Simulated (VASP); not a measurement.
Write the native input for VASP 6.6.1 that does the following.

```yaml
Task: single point
Functional: PBE
Potentials_or_basis: VASP PAW PBE potentials, release 64 (Cl)
Cutoff: 520 eV
k_mesh: 14 × 14 × 8
Occupations: fermi-dirac, width 0.08 eV
Spin: no spin polarisation
Dipole_correction: no
Further_INCAR_settings: ALGO = Normal; EDIFF = 1e-06; NBANDS = 14
```

The structure of Cl lies in POSCAR:

```
Cl
1.0
    2.3935801040      0.0000000000      0.0000000000
   -1.1967900520      2.0729011761      0.0000000000
    0.0000000000      0.0000000000      3.6966808586
Cl
2
Direct
    0.3333333333      0.6666666667      0.2500000000
    0.6666666667      0.3333333333      0.7500000000
```

This cell differs from its parent crystal: volume scaled by 0.4.

One way to write it, as run:

INCAR

```
PREC     = Accurate       # precision mode
ENCUT    = 520            # plane-wave cutoff, eV
EDIFF    = 1E-6           # SCF threshold, eV
ISMEAR   = -1             # smearing method
SIGMA    = 0.08           # smearing width, eV
LREAL    = False          # projectors in reciprocal space
LASPH    = True           # aspherical terms in the spheres
NELM     = 80             # most SCF steps
ALGO     = Normal         # electronic algorithm
ISIF     = 2              # what is computed and relaxed
LWAVE    = False          # write WAVECAR
LCHARG   = False          # write CHGCAR
GGA      = PE             # functional
NBANDS   = 14             # bands
```

KPOINTS

```
regular mesh
0
Gamma
  14 14 8
```

Potentials or basis: VASP PAW PBE potentials, release 64 (Cl).

Launch:

```bash
$ cat potpaw_PBE.64/Cl/POTCAR > POTCAR
$ mpirun -np 1 vasp_std > vasp.out
```

Results of the run:

* Pressure: 190.4 GPa
* Band gap on the k mesh: zero (band 7 reaches 19.33 eV, above the bottom of band 8 at 11.75 eV)

It took 41 s on 1 thread of Intel(R) Xeon(R) Platinum 8375C CPU @ 2.90GHz (Ice Lake), with other jobs on the host, peak memory 0.14 GiB.
